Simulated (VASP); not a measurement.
# Ti (Pm-3m) in VASP: a series of runs

Runs on Ti. Level: PBE. Tasks: single point, relaxation of cell and atoms.

Program: VASP 6.6.1. These are calculated values, not measurements. Logs are shortened: lines on timing, memory, paths and dates and some standing lists are left out, and cuts for length are marked.

## Step 1: The cell of the first run

It takes space group Pm-3m (No. 221, cubic). Conventional cell: a = 3.908 Å, b = 3.908 Å, c = 3.908 Å, α = 90.00°, β = 90.00°, γ = 90.00°. Within 3.6 Å of Ti (site symmetry 4/mmm) lie 8 Ti at 2.76 Å.

## Step 2: Single point, PBE

The input, INCAR:

```
PREC = Accurate
ENCUT = 520
EDIFF = 1E-6
ISMEAR = 0
SIGMA = 0.1
LREAL = False
LASPH = True
NELM = 80
ALGO = Fast
ISIF = 2
LWAVE = False
LCHARG = True
GGA = PE
LELF = True
LVHAR = True
NBANDS = 25
```

The input, KPOINTS:

```
regular mesh
0
Gamma
  4 4 4
```

The input, POSCAR:

```
Ti
1.0
    3.9080827642      0.0000000000      0.0000000000
    0.0000000000      3.9080827642      0.0000000000
    0.0000000000      0.0000000000      3.9080827642
Ti
3
Direct
    0.5000000000      0.0000000000      0.0000000000
    0.0000000000      0.5000000000      0.0000000000
    0.0000000000      0.0000000000      0.5000000000
```

Potentials or basis: VASP PAW PBE potentials, release 64 (Ti_sv).

Launch:

```sh
cat potpaw_PBE.64/Ti_sv/POTCAR > POTCAR
mpirun -np 1 vasp_std > vasp.out
```

OUTCAR:

```text
PREC = Accurate
   ENCUT = 520
   EDIFF = 1E-6
   ISMEAR = 0
   LREAL = False
   LASPH = True
   NELM = 80
   ISIF = 2
   GGA = PE

 ion  position               nearest neighbor table
   1  0.500  0.000  0.000-   2 2.76   3 2.76   3 2.76   2 2.76   2 2.76   3 2.76   3 2.76   2 2.76

   2  0.000  0.500  0.000-   1 2.76   3 2.76   3 2.76   1 2.76   3 2.76   3 2.76   1 2.76   1 2.76

   3  0.000  0.000  0.500-   1 2.76   2 2.76   1 2.76   2 2.76   2 2.76   2 2.76   1 2.76   1 2.76

  LATTYP: Found a simple cubic cell.
 ALAT       =     3.9080827642

  Lattice vectors:

 A1 = (   3.9080827642,   0.0000000000,   0.0000000000)
 A2 = (   0.0000000000,   3.9080827642,   0.0000000000)
 A3 = (   0.0000000000,   0.0000000000,   3.9080827642)

Analysis of symmetry for initial positions (statically):
=====================================================================
 Subroutine PRICEL returns:
 Original cell was already a primitive cell.

 Routine SETGRP: Setting up the symmetry group for a
 simple cubic supercell.

 Subroutine GETGRP returns: Found 48 space group operations
[... 9 lines left out ...]

 Routine SETGRP: Setting up the symmetry group for a
 simple cubic supercell.

 Subroutine GETGRP returns: Found 48 space group operations
[... 11 lines left out ...]
                                     Primitive cell

  volume of cell :      59.6886

  direct lattice vectors                    reciprocal lattice vectors
     3.908082764  0.000000000  0.000000000     0.255879944  0.000000000  0.000000000
     0.000000000  3.908082764  0.000000000     0.000000000  0.255879944  0.000000000
     0.000000000  0.000000000  3.908082764     0.000000000  0.000000000  0.255879944

  length of vectors
     3.908082764  3.908082764  3.908082764     0.255879944  0.255879944  0.255879944

  position of ions in fractional coordinates (direct lattice)
     0.500000000  0.000000000  0.000000000
     0.000000000  0.500000000  0.000000000
     0.000000000  0.000000000  0.500000000

  ion indices of the primitive-cell ions
   primitive index   ion index
                 1           1
                 2           2
                 3           3

----------------------------------------------------------------------------------------

 KPOINTS: regular mesh

Automatic generation of k-mesh.
 Grid dimensions read from file:
 generate k-points for:    4    4    4
[... 43 lines left out ...]
   ISPIN  =      1    spin polarized calculation?
   LNONCOLLINEAR =      F non collinear calculations
   LSORBIT =      F    spin-orbit coupling
   LASPH  =      T    aspherical Exc in radial PAW
   ENCUT  =  520.0 eV  38.22 Ry    6.18 a.u.   7.27  7.27  7.27*2*pi/ulx,y,z
   NELM   =     80;   NELMIN=  2; NELMDL= -5     # of ELM steps
   EDIFF  = 0.1E-05   stopping-criterion for ELM
   LREAL  =      F    real-space projection
   EDIFFG = 0.1E-04   stopping-criterion for IOM
   NSW    =      0    number of steps for IOM
   IBRION =     -1    ionic relax: 0-MD 1-quasi-New 2-CG
   NFREE  =      0    steps in history (QN), initial steepest desc. (CG)
   ISIF   =      2    stress and relaxation
   ISYM   =      2    0-nonsym 1-usesym 2-fastsym
   POTIM  = 0.5000    time-step for ionic-motion
   TEBEG  =    0.0;   TEEND  =   0.0 temperature during run
   PSTRESS=    0.0 pullay stress
   NELECT =      36.0000    total number of electrons
   NUPDOWN=      -1.0000    fix difference up-down
   EMIN   =  10.00;   EMAX   =-10.00  energy-range for DOS
   EFERMI =   0.00;   METHOD = LEGACY
   ISMEAR =     0;   SIGMA  =   0.10  broadening in eV -4-tet -1-fermi 0-gaus
   EFERMI_NEDOS =   21; number of points for ismear=-14 and -15
   IALGO  =     68    algorithm
   IMIX   =      4    mixing-type and parameters
     AMIX     =   0.40;   BMIX     =  1.00
     AMIX_MAG =   1.60;   BMIX_MAG =  1.00
  volume/ion in A,a.u.               =      19.90       134.27
  Fermi-wavevector in a.u.,A,eV,Ry     =   1.383180  2.613830 26.030474  1.913186
  Thomas-Fermi vector in A             =   2.507802
   LORBIT       =      0    0 simple, 1 ext, 2 COOP (PROOUT), +10 PAW based schemes
   GGA     = PE    functional components
   LHFCALC =     F    Hartree Fock is set to
   AEXX    =    0.0000 exact exchange contribution
   IVDW    =     0    specifies the selected vdW correction
   LEPSILON=     F    determine dielectric tensor
   LRPA    =     F    only Hartree local field effects (RPA)
 non-spin polarized calculation
 RMM-DIIS sequential band-by-band and
 Gauss-broadening in eV      SIGMA  =   0.10
  energy-cutoff  :      520.00
  volume of cell :       59.69
 maximum number of plane-waves:      1640
 NGX is ok and might be reduce to    30
   NGX = 15   NGY = 15   NGZ = 15

 number of electron      35.9999988 magnetization

 Free energy of the ion-electron system (eV)
  ---------------------------------------------------
  ext. energy  EPLUGINS =         0.00000000
  ---------------------------------------------------
  free energy    TOTEN  =       -21.17098118 eV

  energy without entropy =      -21.13171863  energy(sigma->0) =      -21.15134990

 E-fermi :   6.6480     XC(G=0): -10.6962

 val. band max:        6.6243480998   @ k =   0.5000   0.2500   0.0000
 cond. band min:       6.6870423839   @ k =   0.5000   0.5000   0.0000
 fundamental gap:      0.0626942840
 Fermi energy:         6.6479744605

 k-point     1 :       0.0000    0.0000    0.0000
  band No.  band energies     occupation
      1     -49.9426      2.00000
      2     -49.7255      2.00000
      3     -49.7255      2.00000
      4     -26.4379      2.00000
      5     -26.4379      2.00000
      6     -26.4379      2.00000
[... 269 lines left out ...]
     24       8.8971      0.00000
     25       8.8971      0.00000

------------------------ aborting loop because EDIFF is reached ----------------------------------------

  FORCE on cell =-STRESS in cart. coord.  units (eV):
  Direction    XX          YY          ZZ          XY          YZ          ZX
  --------------------------------------------------------------------------------------
  -------------------------------------------------------------------------------------
  Total       -0.1585725     -0.1585725     -0.1585725      0.0000000     -0.0000000      0.0000000
  in kB       -4.2564455     -4.2564455     -4.2564455      0.0000000     -0.0000000      0.0000000
  external PRESSURE =      -4.2564455 kB  Pullay stress =       0.0000000 kB

 VOLUME and BASIS-vectors are now :
 -----------------------------------------------------------------------------
  energy-cutoff  :      520.00
  volume of cell :       59.69
      direct lattice vectors                 reciprocal lattice vectors
     3.908082764  0.000000000  0.000000000     0.255879944  0.000000000  0.000000000
     0.000000000  3.908082764  0.000000000     0.000000000  0.255879944  0.000000000
     0.000000000  0.000000000  3.908082764     0.000000000  0.000000000  0.255879944

 POSITION                                       TOTAL-FORCE (eV/Angst)
 -----------------------------------------------------------------------------------
      1.95404      0.00000      0.00000         0.000000      0.000000      0.000000
      0.00000      1.95404      0.00000         0.000000      0.000000      0.000000
      0.00000      0.00000      1.95404         0.000000      0.000000      0.000000
 -----------------------------------------------------------------------------------
    total drift:                                0.000000      0.000000      0.000000

  FREE ENERGIE OF THE ION-ELECTRON SYSTEM (eV)
  ---------------------------------------------------
  free  energy   TOTEN  =       -21.1709811761 eV

  energy  without entropy=      -21.1317186266  energy(sigma->0) =      -21.15134990
```

stdout:

```text
POSCAR found type information on POSCAR Ti
 POSCAR found :  1 types and       3 ions
 scaLAPACK will be used
 LDA part: xc-table for (Slater+PW92), standard interpolation
 POSCAR, INCAR and KPOINTS ok, starting setup
 FFT: planning ... GRIDC
 FFT: planning ... GRID_SOFT
 FFT: planning ... GRID
 WAVECAR not read
 entering main loop
WARNING in EDDRMM: call to ZHEGV failed, returncode =   6  3     22
WARNING in EDDRMM: call to ZHEGV failed, returncode =   8  4     22
```

Wall time 74 s (1 thread of Intel Xeon Platinum 8259CL at 2.50GHz (Skylake/Cascade Lake), shared host); peak memory 0.16 GiB.

What came out:

```yaml
Free_energy: -21.1710 eV
Pressure: -0.4 GPa
Band_gap_on_the_k_mesh: zero (band 18 reaches 7.44 eV, above the bottom of band 19 at 5.54 eV)
```

Caveat: the k points lie up to 0.40 Å⁻¹ apart.

## Step 3: Relaxation of cell and atoms, PBE

This run uses another cell than the first one, of 20.66 Å³/atom, 1.038 times its volume.

The input, INCAR:

```
  ALGO = Fast
  EDIFF = 1E-6
  EDIFFG = -0.04
  ENCUT = 600
  GGA = PE
  IBRION = 2
  ISIF = 3
  ISMEAR = 0
  LASPH = T
  LCHARG = F
  LREAL = F
  LWAVE = F
  NELM = 60
  NSW = 90
  PREC = Accurate
  SIGMA = 0.1
```

The input, KPOINTS:

```
k-points
0
Gamma
  4 4 4
```

The input, POSCAR:

```
Ti
1.0
    3.9572428200      0.0000000000      0.0000000000
    0.0000000000      3.9572428200      0.0000000000
    0.0000000000      0.0000000000      3.9572428200
Ti
3
Direct
    0.5000000000      0.0000000000      0.0000000000
    0.0000000000      0.5000000000      0.0000000000
    0.0000000000      0.0000000000      0.5000000000
```

Potentials or basis: VASP PAW PBE potentials, release 64 (Ti_sv).

Launch:

```sh
cat potpaw_PBE.64/Ti_sv/POTCAR > POTCAR
mpirun -np 1 vasp_std > vasp.out
```

Wall time 2.4 min (1 thread of Intel Xeon Platinum 8259CL at 2.50GHz (Skylake/Cascade Lake), shared host); peak memory 0.18 GiB.

The run converged. Its results:

* Free energy: -21.1714 eV
* Relaxed volume: 19.82 Å³/atom
* Relaxed cell: a = 3.903 Å, b = 3.903 Å, c = 3.903 Å, α = 90.00°, β = 90.00°, γ = 90.00°
* Space group after relaxing (to 0.05 Å): Pm-3m (No. 221)
* Energy gained by relaxing: 8.1 meV/atom
* Ionic steps: 3
* Pressure after relaxing: 0.2 GPa
* Band gap on the k mesh: zero (band 18 reaches 7.48 eV, above the bottom of band 19 at 5.57 eV)

Step by step:
```tsv
step	energy change (eV)	largest force (eV/Å)	pressure (GPa)	volume (Å³)
1	0.0000	0.0000	-3.08	61.97
2	-0.0204	0.0000	1.19	58.48
3	-0.0242	0.0000	0.21	59.46
```

Final structure:
```yaml
crystal:
  lattice:
    - [3.90299, 0.00000, 0.00000]
    - [0.00000, 3.90299, 0.00000]
    - [0.00000, 0.00000, 3.90299]
  atoms:
    - { symbol: Ti, position: [0.50000, 0.00000, 0.00000] }
    - { symbol: Ti, position: [0.00000, 0.50000, 0.00000] }
    - { symbol: Ti, position: [0.00000, 0.00000, 0.50000] }
```

Levels at points of the mesh, in eV from the Fermi level:
| k point | band 15 | band 16 | band 17 | band 18 | band 19 | band 20 | band 21 | band 22 |
| --- | --- | --- | --- | --- | --- | --- | --- | --- |
| (0.00, 0.00, 0.00) | -1.22 | -1.22 | -1.12 | -1.12 | -1.12 | 2.32 | 2.32 | 2.32 |
| (0.50, 0.00, 0.00) | -1.54 | -0.72 | -0.08 | -0.08 | 0.23 | 0.76 | 0.76 | 1.65 |
| (0.50, 0.50, 0.00) | -1.31 | -1.13 | -0.26 | 0.04 | 0.10 | 0.10 | 0.96 | 0.96 |
| (0.50, 0.50, 0.50) | -1.79 | -1.79 | 0.80 | 0.80 | 0.80 | 1.35 | 2.15 | 2.27 |

Caveat: the k points lie up to 0.40 Å⁻¹ apart in the final cell.
